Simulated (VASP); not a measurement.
# Si (Fd-3m) in VASP: a series of runs

Runs on Si. Level: r2SCAN. Tasks: single point.

Everything below comes from runs of VASP 6.6.1. Logs are shortened: lines on timing, memory, paths and dates and some standing lists are left out, and cuts for length are marked.

## Step 1: The cell of the first run

Symmetry: Fd-3m, No. 227, cubic system. The conventional cell has a = 5.444 Å, b = 5.444 Å, c = 5.444 Å, α = 90.00°, β = 90.00°, γ = 90.00°. Si (site symmetry -43m) has 4 Si at 2.36 Å within 3.1 Å.

## Step 2: Single point, r2SCAN

Contents of POSCAR:

```
Si
1.0
    0.0000000000      2.7221188962      2.7221188962
    2.7221188962      0.0000000000      2.7221188962
    2.7221188962      2.7221188962      0.0000000000
Si
2
Direct
    0.0000000000      0.0000000000      0.0000000000
    0.2500000000      0.2500000000      0.2500000000
```

Contents of INCAR.step1:

```
PREC = Accurate
ENCUT = 520
ISMEAR = -5
SIGMA = 0.1
LREAL = False
LASPH = True
NELM = 60
NBANDS = 11
GGA = PE
ALGO = Normal
EDIFF = 1E-4
LWAVE = True
LCHARG = False
```

Contents of INCAR.step2:

```
PREC = Accurate
ENCUT = 520
EDIFF = 1E-6
ISMEAR = -5
SIGMA = 0.1
LREAL = False
LASPH = True
NELM = 60
ALGO = Normal
ISIF = 2
LWAVE = False
LCHARG = False
METAGGA = R2SCAN
LMIXTAU = True
NBANDS = 11
ISTART = 1
```

Contents of KPOINTS:

```
Automatic mesh
0
Gamma
  6 6 6
```

Potentials or basis: VASP PAW PBE potentials, release 64 (Si).

On the command line:

```console
$ cat potpaw_PBE.64/Si/POTCAR > POTCAR
$ cp INCAR.step1 INCAR
$ mpirun -np 1 vasp_std > vasp.out
$ cp INCAR.step2 INCAR
$ mpirun -np 1 vasp_std > vasp.out
```

OUTCAR:

```text
PREC = Accurate
   ENCUT = 520
   EDIFF = 1E-6
   ISMEAR = -5
   LREAL = False
   LASPH = True
   NELM = 60
   ISIF = 2
   METAGGA = R2SCAN
   ISTART = 1

 ion  position               nearest neighbor table
   1  0.000  0.000  0.000-   2 2.36   2 2.36   2 2.36   2 2.36
   2  0.250  0.250  0.250-   1 2.36   1 2.36   1 2.36   1 2.36

  LATTYP: Found a face centered cubic cell.
 ALAT       =     5.4442377924

  Lattice vectors:

 A1 = (   0.0000000000,   2.7221188962,   2.7221188962)
 A2 = (   2.7221188962,   0.0000000000,   2.7221188962)
 A3 = (   2.7221188962,   2.7221188962,   0.0000000000)

Analysis of symmetry for initial positions (statically):
=====================================================================
 Subroutine PRICEL returns:
 Original cell was already a primitive cell.

 Routine SETGRP: Setting up the symmetry group for a
 face centered cubic supercell.

 Subroutine GETGRP returns: Found 48 space group operations
 (whereof 24 operations were pure point group operations)
 out of a pool of 48 trial point group operations.

The static configuration has the point symmetry T_d .
 The point group associated with its full space group is O_h .

Analysis of symmetry for dynamics (positions and initial velocities):
=====================================================================
 Subroutine PRICEL returns:
 Original cell was already a primitive cell.

 Routine SETGRP: Setting up the symmetry group for a
 face centered cubic supercell.

 Subroutine GETGRP returns: Found 48 space group operations
 (whereof 24 operations were pure point group operations)
 out of a pool of 48 trial point group operations.

The dynamic configuration has the point symmetry T_d .
 The point group associated with its full space group is O_h .

 Subroutine INISYM returns: Found 48 space group operations
 (whereof 24 operations are pure point group operations),
 and found     1 'primitive' translations

----------------------------------------------------------------------------------------

                                     Primitive cell

  volume of cell :      40.3414

  direct lattice vectors                    reciprocal lattice vectors
     0.000000000  2.722118896  2.722118896    -0.183680441  0.183680441  0.183680441
     2.722118896  0.000000000  2.722118896     0.183680441 -0.183680441  0.183680441
     2.722118896  2.722118896  0.000000000     0.183680441  0.183680441 -0.183680441

  length of vectors
     3.849657461  3.849657461  3.849657461     0.318143857  0.318143857  0.318143857

  position of ions in fractional coordinates (direct lattice)
     0.000000000  0.000000000  0.000000000
[... 82 lines left out ...]
   NELECT =       8.0000    total number of electrons
   NUPDOWN=      -1.0000    fix difference up-down
   EMIN   =  10.00;   EMAX   =-10.00  energy-range for DOS
   EFERMI =   0.00;   METHOD = LEGACY
   ISMEAR =    -5;   SIGMA  =   0.10  broadening in eV -4-tet -1-fermi 0-gaus
   EFERMI_NEDOS =   21; number of points for ismear=-14 and -15
   IALGO  =     38    algorithm
   IMIX   =      4    mixing-type and parameters
     AMIX     =   0.40;   BMIX     =  1.00
     AMIX_MAG =   1.60;   BMIX_MAG =  1.00
  volume/ion in A,a.u.               =      20.17       136.12
  Fermi-wavevector in a.u.,A,eV,Ry     =   0.954672  1.804069 12.400344  0.911400
  Thomas-Fermi vector in A             =   2.083440
   LORBIT       =      0    0 simple, 1 ext, 2 COOP (PROOUT), +10 PAW based schemes
   METAGGA = R2SCAN    functional components
   LHFCALC =     F    Hartree Fock is set to
   AEXX    =    0.0000 exact exchange contribution
   IVDW    =     0    specifies the selected vdW correction
   LEPSILON=     F    determine dielectric tensor
   LRPA    =     F    only Hartree local field effects (RPA)
 non-spin polarized calculation
 Fermi weights with tetrahedron method with Bloechl corrections
  energy-cutoff  :      520.00
  volume of cell :       40.34
 maximum number of plane-waves:      1106
 NGX is ok and might be reduce to    30
   NGX = 15   NGY = 15   NGZ = 15

 number of electron       8.0000001 magnetization

 Free energy of the ion-electron system (eV)
  ---------------------------------------------------
  ext. energy  EPLUGINS =         0.00000000
  ---------------------------------------------------
  free energy    TOTEN  =       -17.52896743 eV

  energy without entropy =      -17.52896743  energy(sigma->0) =      -17.52896743

 E-fermi :   5.6925     XC(G=0):  -9.8215

 val. band max:        5.6683707111   @ k =   0.0000   0.0000   0.0000
 cond. band min:       6.6003352256   @ k =   0.5000   0.5000   0.0000
 fundamental gap:      0.9319645145
 Fermi energy:         5.6924894027

 k-point     1 :       0.0000    0.0000    0.0000
  band No.  band energies     occupation
      1      -6.8049      2.00000
      2       5.6684      2.00000
      3       5.6684      2.00000
      4       5.6684      2.00000
      5       8.4218      0.00000
      6       8.4218      0.00000
      7       8.4218      0.00000
      8       9.5668      0.00000
      9      13.7879      0.00000
     10      13.7879      0.00000
     11      14.3314      0.00000
[... 197 lines left out ...]
 k-point    16 :      -0.3333    0.5000    0.1667
  band No.  band energies     occupation
      1      -2.3411      2.00000
      2      -2.3411      2.00000
      3       1.8851      2.00000
      4       1.8852      2.00000
      5       8.6960      0.00000
      6       8.6960      0.00000
      7      12.9012      0.00000
      8      12.9012      0.00000
      9      16.9051      0.00000
     10      16.9051      0.00000
     11      19.4074      0.00000

------------------------ aborting loop because EDIFF is reached ----------------------------------------

  FORCE on cell =-STRESS in cart. coord.  units (eV):
  Direction    XX          YY          ZZ          XY          YZ          ZX
  --------------------------------------------------------------------------------------
  -------------------------------------------------------------------------------------
  Total       -0.0432216     -0.0432216     -0.0432216      0.0000000      0.0000000     -0.0000000
  in kB       -1.7165650     -1.7165650     -1.7165650      0.0000000      0.0000000     -0.0000000
  external PRESSURE =      -1.7165650 kB  Pullay stress =       0.0000000 kB

 VOLUME and BASIS-vectors are now :
 -----------------------------------------------------------------------------
  energy-cutoff  :      520.00
  volume of cell :       40.34
      direct lattice vectors                 reciprocal lattice vectors
     0.000000000  2.722118896  2.722118896    -0.183680441  0.183680441  0.183680441
     2.722118896  0.000000000  2.722118896     0.183680441 -0.183680441  0.183680441
     2.722118896  2.722118896  0.000000000     0.183680441  0.183680441 -0.183680441

 POSITION                                       TOTAL-FORCE (eV/Angst)
 -----------------------------------------------------------------------------------
      0.00000      0.00000      0.00000         0.000000      0.000000      0.000000
      1.36106      1.36106      1.36106        -0.000000     -0.000000     -0.000000
 -----------------------------------------------------------------------------------
    total drift:                               -0.000000     -0.000000     -0.000000

  FREE ENERGIE OF THE ION-ELECTRON SYSTEM (eV)
  ---------------------------------------------------
  free  energy   TOTEN  =       -17.5289674305 eV

  energy  without entropy=      -17.5289674305  energy(sigma->0) =      -17.52896743
```

OUTCAR.step1:

```text
PREC = Accurate
   ENCUT = 520
   ISMEAR = -5
   LREAL = False
   LASPH = True
[... 439 lines left out ...]
      0.00000      0.00000      0.00000        -0.000000      0.000000      0.000000
      1.36106      1.36106      1.36106         0.000000     -0.000000     -0.000000
 -----------------------------------------------------------------------------------
    total drift:                               -0.000000     -0.000000     -0.000000

  FREE ENERGIE OF THE ION-ELECTRON SYSTEM (eV)
  ---------------------------------------------------
  free  energy   TOTEN  =       -10.8240291037 eV

  energy  without entropy=      -10.8240291037  energy(sigma->0) =      -10.82402910
```

Run time: 24 s. Hardware: 1 thread of AMD EPYC 7R13 (Zen 3), shared host; peak memory 0.13 GiB.

Results:

```
Free energy            : -17.5290 eV
Pressure               : -0.2 GPa
Band gap on the k mesh : 0.93 eV (least direct gap 2.75 eV)
```

Levels at points of the mesh, in eV from the valence-band top:
| k point | band 2 | band 3 | band 4 | band 5 | band 6 | band 7 |
| --- | --- | --- | --- | --- | --- | --- |
| (0.00, 0.00, 0.00) | 0.00 | 0.00 | 0.00 | 2.75 | 2.75 | 2.75 |
| (0.50, 0.00, 0.00) | -7.23 | -1.27 | -1.27 | 1.86 | 3.59 | 3.59 |
| (0.50, 0.50, 0.00) | -8.13 | -2.99 | -2.99 | 0.93 | 0.93 | 10.81 |

Caveat: the PAW data sets were made with another functional, which shifts forces and pressure a little. A k mesh can miss the band edges.

## Step 3: Single point, r2SCAN

POSCAR is that of step 2.

Contents of INCAR.step1:

```
SYSTEM = Si
ALGO     = Normal         ! electronic algorithm
EDIFF    = 1E-4           ! SCF threshold, eV
ENCUT    = 520            ! plane-wave cutoff, eV
GGA      = PE             ! functional
ISMEAR   = 1              ! smearing method
LASPH    = .True.         ! aspherical terms in the spheres
LCHARG   = .False.        ! write CHGCAR
LREAL    = .False.        ! projectors in reciprocal space
LWAVE    = .True.         ! write WAVECAR
NBANDS   = 11             ! bands
NELM     = 80             ! most SCF steps
PREC     = Accurate       ! precision mode
SIGMA    = 0.5            ! smearing width, eV
```

Contents of INCAR.step2:

```
SYSTEM = Si
ALGO     = Normal         ! electronic algorithm
EDIFF    = 1E-6           ! SCF threshold, eV
ENCUT    = 520            ! plane-wave cutoff, eV
ISIF     = 2              ! what is computed and relaxed
ISMEAR   = 1              ! smearing method
ISTART   = 1            
LASPH    = .True.         ! aspherical terms in the spheres
LCHARG   = .True.         ! write CHGCAR
LELF     = .True.         ! ELF
LMIXTAU  = .True.       
LREAL    = .False.        ! projectors in reciprocal space
LVHAR    = .True.       
LWAVE    = .False.        ! write WAVECAR
METAGGA  = R2SCAN         ! meta-GGA
NBANDS   = 11             ! bands
NELM     = 80             ! most SCF steps
PREC     = Accurate       ! precision mode
SIGMA    = 0.5            ! smearing width, eV
```

Contents of KPOINTS:

```
k-points
0
Gamma
  6 6 6
  0 0 0
```

Potentials or basis: VASP PAW PBE potentials, release 64 (Si).

On the command line:

```console
$ cat potpaw_PBE.64/Si/POTCAR > POTCAR
$ cp INCAR.step1 INCAR
$ mpirun -np 1 vasp_std > vasp.out
$ cp INCAR.step2 INCAR
$ mpirun -np 1 vasp_std > vasp.out
```

Run time: 25 s. Hardware: 1 thread of AMD EPYC 7R13 (Zen 3), shared host; peak memory 0.13 GiB.

The run converged. Its results:

```
Free energy            : -17.5256 eV
Pressure               : -0.2 GPa
Band gap on the k mesh : 0.93 eV (least direct gap 2.75 eV)
```

Levels at points of the mesh, in eV from the valence-band top:
| k point | band 2 | band 3 | band 4 | band 5 | band 6 | band 7 |
| --- | --- | --- | --- | --- | --- | --- |
| (0.00, 0.00, 0.00) | 0.00 | 0.00 | 0.00 | 2.75 | 2.75 | 2.75 |
| (0.50, 0.00, 0.00) | -7.23 | -1.27 | -1.27 | 1.86 | 3.59 | 3.59 |
| (0.50, 0.50, 0.00) | -8.13 | -2.99 | -2.99 | 0.93 | 0.93 | 10.81 |

Caveat: the PAW data sets were made with another functional, which shifts forces and pressure a little. A k mesh can miss the band edges.

## Step 4: Single point, r2SCAN

POSCAR is that of step 3.

Contents of INCAR.step1:

```
SYSTEM = Si
  ALGO = Normal
  EDIFF = 1E-4
  ENCUT = 520
  GGA = PE
  ISMEAR = 0
  LASPH = .TRUE.
  LCHARG = .FALSE.
  LREAL = .FALSE.
  LWAVE = .TRUE.
  NBANDS = 11
  NELM = 100
  PREC = Accurate
  SIGMA = 0.001
```

Contents of INCAR.step2:

```
SYSTEM = Si
  ALGO = Normal
  EDIFF = 1E-6
  ENCUT = 520
  ISIF = 2
  ISMEAR = 0
  ISTART = 1
  LASPH = .TRUE.
  LCHARG = .FALSE.
  LMIXTAU = .TRUE.
  LREAL = .FALSE.
  LWAVE = .FALSE.
  METAGGA = R2SCAN
  NBANDS = 11
  NELM = 100
  PREC = Accurate
  SIGMA = 0.001
```

Contents of KPOINTS:

```
k-points
0
G
  6 6 6
  0 0 0
```

On the command line:

```console
$ cat potpaw_PBE.64/Si/POTCAR > POTCAR
$ cp INCAR.step1 INCAR
$ mpirun -np 1 vasp_std > vasp.out
$ cp INCAR.step2 INCAR
$ mpirun -np 1 vasp_std > vasp.out
```

Run time: 23 s. Hardware: 1 thread of AMD EPYC 7R13 (Zen 3), shared host; peak memory 0.13 GiB.

The run converged. Its results:

```
Free energy            : -17.5290 eV
Pressure               : -0.2 GPa
Band gap on the k mesh : 0.93 eV (least direct gap 2.75 eV)
```

Levels at points of the mesh, in eV from the valence-band top:
| k point | band 2 | band 3 | band 4 | band 5 | band 6 | band 7 |
| --- | --- | --- | --- | --- | --- | --- |
| (0.00, 0.00, 0.00) | 0.00 | 0.00 | 0.00 | 2.75 | 2.75 | 2.75 |
| (0.50, 0.00, 0.00) | -7.23 | -1.27 | -1.27 | 1.86 | 3.59 | 3.59 |
| (0.50, 0.50, 0.00) | -8.13 | -2.99 | -2.99 | 0.93 | 0.93 | 10.81 |

Caveat: the PAW data sets were made with another functional, which shifts forces and pressure a little. A k mesh can miss the band edges.

## Step 5: Summary

```tsv
smearing	gap on the mesh (eV)	pressure (GPa)
tetrahedron	0.93	-0.2
methfessel-paxton 0.5 eV	0.93	-0.2
gaussian 0.001 eV	0.93	-0.2
```

Alike in all rows: task single point; level r2SCAN; potentials or basis VASP PAW PBE potentials, release 64 (Si); no spin polarisation; cell as given; k mesh 6 × 6 × 6; cutoff (eV) 520.

Caveats: the PAW data sets were made with another functional, which shifts forces and pressure a little.

Total energies depend on the potentials used, so only differences within one code and one set of settings carry meaning.
